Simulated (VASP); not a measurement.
Wanted: the native input for a VASP 6.6.1 run.

* Task: single point
* Functional: PBEsol
* Potentials or basis: VASP PAW PBE potentials, release 64 (B, As)
* Cutoff: 520 eV
* k mesh: 10 × 10 × 10
* Occupations: gaussian, width 0.01 eV
* Spin: no spin polarisation
* Dipole correction: no
* Further INCAR settings: ALGO = Normal; EDIFF = 1e-06; NBANDS = 11

The structure of BAs lies in POSCAR:

```
BAs
1.0
    0.0000000000      2.3839378997      2.3839378997
    2.3839378997      0.0000000000      2.3839378997
    2.3839378997      2.3839378997      0.0000000000
B As
1 1
Direct
    0.0000000000      0.0000000000      0.0000000000
    0.2500000000      0.2500000000      0.2500000000
```

These files were run (other wordings do the same):

INCAR

```
PREC = Accurate ; ENCUT = 520
EDIFF = 1E-6 ; ISMEAR = 0
SIGMA = 0.01 ; LREAL = False
LASPH = True ; NELM = 80
ALGO = Normal ; ISIF = 2
LWAVE = False ; LCHARG = True
GGA = PS ; LELF = True
LVHAR = True ; NBANDS = 11
```

KPOINTS

```
regular mesh
0
Gamma
  10 10 10
```

Potentials or basis: VASP PAW PBE potentials, release 64 (B, As).

Launch:

```sh
$ cat potpaw_PBE.64/B/POTCAR potpaw_PBE.64/As/POTCAR > POTCAR
$ mpirun -np 1 vasp_std > vasp.out
```

Results of the run:

```json
{
 "Pressure": "0.9 GPa",
 "Band gap on the k mesh": "1.07 eV, indirect (least direct gap 3.25 eV)"
}
```

Caveat: the PAW data sets were made with another functional, which shifts forces and pressure a little.

Run time: 31 s on 1 thread of AMD EPYC 7R13, on a shared host, peak memory 0.13 GiB.
